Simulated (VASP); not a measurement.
Wanted: the native input for a VASP 6.6.1 run.

- Task: single point
- Functional: PBE
- Potentials or basis: VASP PAW PBE potentials, release 64 (Cu, Si)
- Cutoff: 520 eV
- k mesh: 1 × 1 × 1, shifted
- Occupations: fermi-dirac, width 0.0741 eV
- Spin: no spin polarisation
- Dipole correction: no
- Further INCAR settings: LREAL = Auto; ALGO = Normal; EDIFF = 1e-06; NBANDS = 81; ISYM = 0

The structure of Cu5Si3 lies in POSCAR:

```
Cu5Si3
1.0
    6.0333080000     -0.0687010000      0.0339860000
   -0.0687010000      6.3113540000     -0.0708020000
    0.0339860000     -0.0708020000      5.9927160000
Cu Si
10 6
Direct
    0.4773137305      0.2635137480      0.6278440887
    0.7569191135      0.5220459881      0.3940133734
    0.6701340169      0.0946069033      0.9319620992
    0.7667790345      0.8909317260      0.5817635936
    0.0035172452      0.1914125275      0.6623200320
    0.5393760314      0.5694584468      0.8042028962
    0.3080778114      0.8911987118      0.7443335073
    0.4244291531      0.3735431889      0.1362615808
    0.1736329105      0.7125928514      0.0953926251
    0.3927953475      1.0232483211      0.2827596844
    0.0472954098      0.6318214060      0.6884595962
    0.6676057802      0.7499370160      0.1001920983
    0.8875043802      0.4370143745      1.0155077878
    0.1609848100      0.0958032526      0.0324203303
    0.4084649101      0.6691511127      0.4336120965
    0.8143020025      0.1629585768      0.3051736350
```

The input as run:

INCAR

```
SYSTEM = Cu5Si3
PREC     = Accurate       ! precision mode
ENCUT    = 520            ! plane-wave cutoff, eV
EDIFF    = 1E-6           ! SCF threshold, eV
ISMEAR   = -1             ! smearing method
SIGMA    = 0.0741         ! smearing width, eV
LREAL    = Auto         
LASPH    = .True.         ! aspherical terms in the spheres
NELM     = 80             ! most SCF steps
ALGO     = Normal         ! electronic algorithm
ISIF     = 2              ! what is computed and relaxed
LWAVE    = .False.        ! write WAVECAR
LCHARG   = .True.         ! write CHGCAR
GGA      = PE             ! functional
LELF     = .True.         ! ELF
LVHAR    = .True.       
ISYM     = 0            
NBANDS   = 81             ! bands
```

KPOINTS

```
Automatic mesh
0
Gamma
  1 1 1
  0.25 0.25 0.25
```

Potentials or basis: VASP PAW PBE potentials, release 64 (Cu, Si).

Launch:

```sh
$ cat potpaw_PBE.64/Cu/POTCAR potpaw_PBE.64/Si/POTCAR > POTCAR
$ mpirun -np 1 vasp_std > vasp.out
```

Results of the run:

```yaml
Pressure: -0.7 GPa
Largest_force: 2.274 eV/Å
Band_gap_on_the_k_mesh: 0.94 eV
```

Caveat: the k points lie up to 1.05 Å⁻¹ apart.

It took 52 s on 1 thread of Intel(R) Xeon(R) 6975P-C (Granite Rapids) (shared host), peak memory 0.33 GiB.
